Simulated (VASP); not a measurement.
# MoS2 (R3m) in VASP: further runs

The runs below take MoS2 through single point, with PBE+D3(BJ).

Everything below comes from runs of VASP 6.6.1. Logs are shortened: lines on timing, memory, paths and dates and some standing lists are left out, and cuts for length are marked.

## 1. The cell of the first run

It takes space group R3m (No. 160, trigonal). The conventional cell has a = 3.328 Å, b = 3.328 Å, c = 16.142 Å, α = 90.00°, β = 90.00°, γ = 120.00°. Within 3.1 Å of Mo (site symmetry 3m) lie 6 S at 2.38 Å. S (site symmetry 3m) has 3 Mo at 2.38 Å and 1 S at 2.81 Å within 3.1 Å. Within 3.1 Å of S (site symmetry 3m) lie 3 Mo at 2.38 Å and 1 S at 2.81 Å.

## 2. Single point, PBE+D3(BJ)

INCAR

```
  PREC = Accurate
  ENCUT = 520
  EDIFF = 1E-7
  ISMEAR = 0
  SIGMA = 0.05
  LREAL = F
  LASPH = T
  NELM = 100
  ALGO = Normal
  ISIF = 2
  LWAVE = F
  LCHARG = T
  GGA = PE
  IVDW = 12
  LELF = T
  LVHAR = T
  NBANDS = 20
```

KPOINTS

```
Automatic mesh
0
Gamma
  12 12 12
```

POSCAR

```
MoS2
1.0
    1.6642322810      0.9608449554      5.3807934573
   -1.6642322810      0.9608449554      5.3807934573
    0.0000000000     -1.9216899109      5.3807934573
Mo S
1 2
Direct
    0.0000172715      0.0000172715      0.0000172715
    0.7535591261      0.7535591261      0.7535591261
    0.5797236023      0.5797236023      0.5797236023
```

Potentials or basis: VASP PAW PBE potentials, release 64 (Mo_sv, S).

Command:

```sh
$ cat potpaw_PBE.64/Mo_sv/POTCAR potpaw_PBE.64/S/POTCAR > POTCAR
$ mpirun -np 1 vasp_std > vasp.out
```

OUTCAR:

```text
PREC = Accurate
   ENCUT = 520
   EDIFF = 1E-7
   ISMEAR = 0
   LREAL = F
   LASPH = T
   NELM = 100
   ISIF = 2
   GGA = PE
   IVDW = 12
 IVDW          = 12

 ion  position               nearest neighbor table
   1  0.000  0.000  0.000-   2 2.38   2 2.38   2 2.38   3 2.38   3 2.38   3 2.38
   2  0.754  0.754  0.754-   1 2.38   1 2.38   1 2.38
   3  0.580  0.580  0.580-   1 2.38   1 2.38   1 2.38

  LATTYP: Found a trigonal (rhomboedric) cell.
 ALAT       =     5.7136529772
 COS(alpha) =     0.8303201937

  Lattice vectors:

 A1 = (   1.6642322810,   0.9608449554,   5.3807934573)
 A2 = (  -1.6642322810,   0.9608449554,   5.3807934573)
 A3 = (   0.0000000000,  -1.9216899109,   5.3807934573)

Analysis of symmetry for initial positions (statically):
=====================================================================
 Subroutine PRICEL returns:
 Original cell was already a primitive cell.

 Routine SETGRP: Setting up the symmetry group for a
 trigonal (rhombohedral) supercell.

 Subroutine GETGRP returns: Found  6 space group operations
 (whereof  6 operations were pure point group operations)
 out of a pool of 12 trial point group operations.

The static configuration has the point symmetry C_3v.

Analysis of symmetry for dynamics (positions and initial velocities):
=====================================================================
 Subroutine PRICEL returns:
 Original cell was already a primitive cell.

 Routine SETGRP: Setting up the symmetry group for a
 trigonal (rhombohedral) supercell.

 Subroutine GETGRP returns: Found  6 space group operations
 (whereof  6 operations were pure point group operations)
 out of a pool of 12 trial point group operations.

The dynamic configuration has the point symmetry C_3v.

 Subroutine INISYM returns: Found  6 space group operations
 (whereof  6 operations are pure point group operations),
 and found     1 'primitive' translations

----------------------------------------------------------------------------------------

                                     Primitive cell

  volume of cell :      51.6256

  direct lattice vectors                    reciprocal lattice vectors
     1.664232281  0.960844955  5.380793457     0.300438830  0.173458440  0.061948732
    -1.664232281  0.960844955  5.380793457    -0.300438830  0.173458440  0.061948732
     0.000000000 -1.921689911  5.380793457     0.000000000 -0.346916879  0.061948732

  length of vectors
     5.713652977  5.713652977  5.713652977     0.352404549  0.352404549  0.352404549

  position of ions in fractional coordinates (direct lattice)
     0.000017271  0.000017271  0.000017271
     0.753559126  0.753559126  0.753559126
     0.579723602  0.579723602  0.579723602

  ion indices of the primitive-cell ions
   primitive index   ion index
                 1           1
                 2           2
                 3           3

----------------------------------------------------------------------------------------

 KPOINTS: Automatic mesh

Automatic generation of k-mesh.
 Grid dimensions read from file:
 generate k-points for:   12   12   12

 Generating k-lattice:

  Cartesian coordinates                     Fractional coordinates (reciprocal lattice)
     0.025036569  0.014454870  0.005162394     0.083333333 -0.000000000  0.000000000
    -0.025036569  0.014454870  0.005162394    -0.000000000  0.083333333  0.000000000
     0.000000000 -0.028909740  0.005162394     0.000000000  0.000000000  0.083333333

  Length of vectors
     0.029367046  0.029367046  0.029367046

  Shift w.r.t. Gamma in fractional coordinates (k-lattice)
     0.000000000  0.000000000  0.000000000

 Subroutine IBZKPT returns following result:
 ===========================================

 Found    189 irreducible k-points:

 Following reciprocal coordinates:
            Coordinates               Weight
  0.000000  0.000000  0.000000      1.000000
  0.083333  0.000000  0.000000      6.000000
  0.166667  0.000000  0.000000      6.000000
  0.250000  0.000000  0.000000      6.000000
  0.333333  0.000000 -0.000000      6.000000
  0.416667  0.000000 -0.000000      6.000000
[... 16 lines left out ...]
  0.500000  0.166667  0.000000     12.000000
 -0.416667  0.166667 -0.000000     12.000000
 [... further k-points ...]
   k-points           NKPTS =    189   k-points in BZ     NKDIM =    189   number of bands    NBANDS=     20
   number of dos      NEDOS =    301   number of ions     NIONS =      3
   total plane-waves  NPLWV =  74088
   dimension x,y,z NGX =    42 NGY =   42 NGZ =   42
   dimension x,y,z NGXF=    84 NGYF=   84 NGZF=   84
   ions per type =               1   2
   NGX,Y,Z   is equivalent  to a cutoff of  12.22, 12.22, 12.22 a.u.
   NGXF,Y,Z  is equivalent  to a cutoff of  24.44, 24.44, 24.44 a.u.
 SYSTEM =  unknown system
   PREC   = accura    normal or accurate (medium, high low for compatibility)
   ISTART =      0    job   : 0-new  1-cont  2-samecut
   ICHARG =      2    charge: 1-file 2-atom 10-const
   ISPIN  =      1    spin polarized calculation?
   LNONCOLLINEAR =      F non collinear calculations
   LSORBIT =      F    spin-orbit coupling
   LASPH  =      T    aspherical Exc in radial PAW
   ENCUT  =  520.0 eV  38.22 Ry    6.18 a.u.  10.62 10.62 10.62*2*pi/ulx,y,z
   NELM   =    100;   NELMIN=  2; NELMDL= -5     # of ELM steps
   EDIFF  = 0.1E-06   stopping-criterion for ELM
   LREAL  =      F    real-space projection
   EDIFFG = 0.1E-05   stopping-criterion for IOM
   NSW    =      0    number of steps for IOM
   IBRION =     -1    ionic relax: 0-MD 1-quasi-New 2-CG
   NFREE  =      0    steps in history (QN), initial steepest desc. (CG)
   ISIF   =      2    stress and relaxation
   ISYM   =      2    0-nonsym 1-usesym 2-fastsym
   POTIM  = 0.5000    time-step for ionic-motion
   TEBEG  =    0.0;   TEEND  =   0.0 temperature during run
   PSTRESS=    0.0 pullay stress
   NELECT =      26.0000    total number of electrons
   NUPDOWN=      -1.0000    fix difference up-down
   EMIN   =  10.00;   EMAX   =-10.00  energy-range for DOS
   EFERMI =   0.00;   METHOD = LEGACY
   ISMEAR =     0;   SIGMA  =   0.05  broadening in eV -4-tet -1-fermi 0-gaus
   EFERMI_NEDOS =   21; number of points for ismear=-14 and -15
   IALGO  =     38    algorithm
   IMIX   =      4    mixing-type and parameters
     AMIX     =   0.40;   BMIX     =  1.00
     AMIX_MAG =   1.60;   BMIX_MAG =  1.00
  volume/ion in A,a.u.               =      17.21       116.13
  Fermi-wavevector in a.u.,A,eV,Ry     =   1.302500  2.461368 23.082362  1.696506
  Thomas-Fermi vector in A             =   2.433564
   LORBIT       =      0    0 simple, 1 ext, 2 COOP (PROOUT), +10 PAW based schemes
   GGA     = PE    functional components
   LHFCALC =     F    Hartree Fock is set to
   AEXX    =    0.0000 exact exchange contribution
   IVDW    =    12    specifies the selected vdW correction
   LEPSILON=     F    determine dielectric tensor
   LRPA    =     F    only Hartree local field effects (RPA)
 non-spin polarized calculation
 Gauss-broadening in eV      SIGMA  =   0.05
  energy-cutoff  :      520.00
  volume of cell :       51.63
 maximum number of plane-waves:      1415
   NGX = 21   NGY = 21   NGZ = 21

 number of electron      25.9999998 magnetization

 Free energy of the ion-electron system (eV)
  ---------------------------------------------------
  ext. energy  EPLUGINS =         0.00000000
  ---------------------------------------------------
  free energy    TOTEN  =       -21.28401333 eV

  energy without entropy =      -21.28185130  energy(sigma->0) =      -21.28293231

 E-fermi :   8.4402     XC(G=0): -11.0726

 val. band max:        8.4357290481   @ k =   0.1667   0.1667   0.0833
 cond. band min:       8.4461950626   @ k =   0.3333   0.2500   0.2500
 fundamental gap:      0.0104660145
 Fermi energy:         8.4402145318

 k-point     1 :       0.0000    0.0000    0.0000
  band No.  band energies     occupation
      1     -53.5013      2.00000
      2     -27.5701      2.00000
      3     -27.5701      2.00000
      4     -27.5675      2.00000
      5      -7.1733      2.00000
      6      -4.5335      2.00000
[... 12 lines left out ...]
     19      15.3636      0.00000
     20      17.7153      0.00000

 k-point     2 :       0.0833    0.0000    0.0000
  band No.  band energies     occupation
      1     -53.4998      2.00000
      2     -27.5880      2.00000
      3     -27.5741      2.00000
      4     -27.5641      2.00000
      5      -7.0808      2.00000
      6      -4.5353      2.00000
[... 12 lines left out ...]
     19      15.7582      0.00000
     20      17.5421      0.00000

 k-point     3 :       0.1667    0.0000    0.0000
  band No.  band energies     occupation
      1     -53.4957      2.00000
      2     -27.6367      2.00000
      3     -27.5851      2.00000
      4     -27.5546      2.00000
      5      -6.8190      2.00000
      6      -4.5384      2.00000
[... 12 lines left out ...]
     19      16.3011      0.00000
     20      17.3821      0.00000

 k-point     4 :       0.2500    0.0000    0.0000
  band No.  band energies     occupation
      1     -53.4902      2.00000
      2     -27.7025      2.00000
      3     -27.6001      2.00000
      4     -27.5417      2.00000
      5      -6.4353      2.00000
      6      -4.5397      2.00000
[... 12 lines left out ...]
     19      15.8021      0.00000
     20      17.0036      0.00000

 k-point     5 :       0.3333    0.0000   -0.0000
  band No.  band energies     occupation
      1     -53.4847      2.00000
      2     -27.7676      2.00000
      3     -27.6151      2.00000
      4     -27.5288      2.00000
      5      -6.0116      2.00000
      6      -4.5405      2.00000
[... 12 lines left out ...]
     19      15.7813      0.00000
     20      16.0982      0.00000
[... 353 lines left out ...]
      6      -4.6340      2.00000
[... 12 lines left out ...]
     19      16.1700      0.00000
     20      16.9582      0.00000

 k-point    22 :       0.4167    0.1667   -0.0000
  band No.  band energies     occupation
      1     -53.4826      2.00000
      2     -27.7681      2.00000
      3     -27.6442      2.00000
      4     -27.5241      2.00000
      5      -5.7965      2.00000
      6      -4.6160      2.00000
[... 12 lines left out ...]
     19      16.2890      0.00000
     20      16.9856      0.00000

 k-point    23 :       0.5000    0.1667    0.0000
  band No.  band energies     occupation
      1     -53.4791      2.00000
      2     -27.7999      2.00000
      3     -27.6629      2.00000
      4     -27.5159      2.00000
      5      -5.5010      2.00000
      6      -4.5879      2.00000
[... 12 lines left out ...]
     19      16.0005      0.00000
     20      17.0622      0.00000

 k-point    24 :      -0.4167    0.1667   -0.0000
  band No.  band energies     occupation
      1     -53.4778      2.00000
      2     -27.8114      2.00000
      3     -27.6698      2.00000
      4     -27.5128      2.00000
      5      -5.4052      2.00000
      6      -4.5523      2.00000
[... 12 lines left out ...]
     19      15.9103      0.00000
     20      17.0910      0.00000

 [... further k-points ...]

------------------------ aborting loop because EDIFF is reached ----------------------------------------

 Edisp (eV)   -1.32371

 E8    (eV) :    -0.5345

  FORCE on cell =-STRESS in cart. coord.  units (eV):
  Direction    XX          YY          ZZ          XY          YZ          ZX
  --------------------------------------------------------------------------------------
  -------------------------------------------------------------------------------------
  Total      -2.15558    -2.15558     6.05901     0.00000    -0.00000     0.00000
  in kB     -66.89755   -66.89755   188.03887     0.00000    -0.00000     0.00000
  external pressure =       18.08 kB  Pullay stress =        0.00 kB

 VOLUME and BASIS-vectors are now :
 -----------------------------------------------------------------------------
  energy-cutoff  :      520.00
  volume of cell :       51.63
      direct lattice vectors                 reciprocal lattice vectors
     1.664232281  0.960844955  5.380793457     0.300438830  0.173458440  0.061948732
    -1.664232281  0.960844955  5.380793457    -0.300438830  0.173458440  0.061948732
     0.000000000 -1.921689911  5.380793457     0.000000000 -0.346916879  0.061948732

 POSITION                                       TOTAL-FORCE (eV/Angst)
 -----------------------------------------------------------------------------------
      0.00000     -0.00000      0.00028         0.000000     -0.000000      0.017023
      0.00000     -0.00000     12.16424         0.000000     -0.000000      1.772628
      0.00000     -0.00000      9.35812         0.000000      0.000000     -1.789651
 -----------------------------------------------------------------------------------
    total drift:                                0.000000      0.000000      0.000031

  FREE ENERGIE OF THE ION-ELECTRON SYSTEM (eV)
  ---------------------------------------------------
  free  energy   TOTEN  =       -22.6077252105 eV

  energy  without entropy=      -22.6055631756  energy(sigma->0) =      -22.60664419
```

It took 4.6 min on 1 thread of Intel Xeon 6975P-C (Granite Rapids), shared host; peak memory 0.38 GiB.

What came out:

| Property | Result |
| --- | --- |
| Free energy | -22.6077 eV |
| Pressure | 1.8 GPa |
| Largest force | 1.790 eV/Å |
| Band gap on the k mesh | zero (band 13 reaches 8.93 eV, above the bottom of band 14 at 8.15 eV) |
| Dispersion energy per atom | -0.441 eV |

Forces in eV/Å, atoms in the order of the input:
```
Mo   0.000  0.000  0.017
S    0.000  0.000  1.773
S    0.000  0.000 -1.790
```

Levels at points of the mesh, in eV from the Fermi level:
```
           k point  band 10  band 11  band 12  band 13  band 14  band 15  band 16  band 17
(0.00, 0.00, 0.00)    -3.32    -3.32    -0.54     0.10     1.26     1.26     2.27     2.27
(0.50, 0.00, 0.00)    -4.83    -2.66    -1.87    -1.55     0.73     1.02     2.97     3.22
(0.50, 0.50, 0.00)    -4.58    -3.10    -2.65    -1.62     0.56     1.06     2.64     3.90
(0.50, 0.50, 0.50)    -3.27    -3.21    -3.21     0.49     1.52     1.52     1.88     1.88
```

Caveat: pairwise dispersion overbinds metals, which lowers pressure and volume; forces of over 1 eV/Å act on the atoms, so gaps and moduli don't describe the material at rest.

## 3. Single point, PBE+D3(BJ)

This run uses another cell than the first one, of the same volume but with other edges.

INCAR

```
  ALGO = Normal
  EDIFF = 1E-6
  ENCUT = 520
  GGA = PE
  ISIF = 2
  ISMEAR = 0
  IVDW = 12
  LASPH = T
  LCHARG = F
  LREAL = F
  LWAVE = F
  NBANDS = 20
  NELM = 100
  PREC = Accurate
  SIGMA = 0.05
```

KPOINTS

```
k-points
0
Gamma
  12 12 12
```

POSCAR

```
MoS2
1.0
    1.6209052958      0.9358301089      5.6722964862
   -1.6209052958      0.9358301089      5.6722964862
    0.0000000000     -1.8716602178      5.6722964862
Mo S
1 2
Direct
    0.0000172715      0.0000172715      0.0000172715
    0.7535591261      0.7535591261      0.7535591261
    0.5797236023      0.5797236023      0.5797236023
```

Potentials or basis: VASP PAW PBE potentials, release 64 (Mo_sv, S).

Command:

```sh
$ cat potpaw_PBE.64/Mo_sv/POTCAR potpaw_PBE.64/S/POTCAR > POTCAR
$ mpirun -np 1 vasp_std > vasp.out
```

Run time: 4.9 min. Hardware: 1 thread of Intel Xeon 6975P-C (Granite Rapids), shared host; peak memory 0.44 GiB.

Results (log left out):

```
Free energy                : -22.9543 eV
Pressure                   : 0.9 GPa
Largest force              : 0.992 eV/Å
Band gap on the k mesh     : zero (band 13 reaches 8.61 eV, above the bottom of band 14 at 8.57 eV)
Dispersion energy per atom : -0.441 eV
```

Forces in eV/Å, atoms in the order of the input:
```
Mo   0.000  0.000  0.001
S    0.000  0.000  0.991
S    0.000  0.000 -0.992
```

Stress tensor (GPa, compression positive):
```
-3.90  0.00  0.00
 0.00 -3.90  0.00
 0.00  0.00 10.59
```

Levels at points of the mesh, in eV from the Fermi level:
| k point | band 10 | band 11 | band 12 | band 13 | band 14 | band 15 | band 16 | band 17 |
| --- | --- | --- | --- | --- | --- | --- | --- | --- |
| (0.00, 0.00, 0.00) | -3.14 | -3.14 | -1.20 | -0.75 | 1.32 | 1.32 | 2.04 | 2.04 |
| (0.50, 0.00, 0.00) | -4.75 | -2.41 | -2.38 | -1.87 | 0.85 | 1.28 | 2.87 | 3.08 |
| (0.50, 0.50, 0.00) | -4.58 | -3.17 | -2.76 | -1.76 | 0.74 | 1.37 | 2.52 | 3.63 |
| (0.50, 0.50, 0.50) | -3.82 | -3.07 | -3.07 | 0.07 | 1.51 | 1.51 | 1.75 | 1.75 |

Caveat: pairwise dispersion overbinds metals, which lowers pressure and volume.
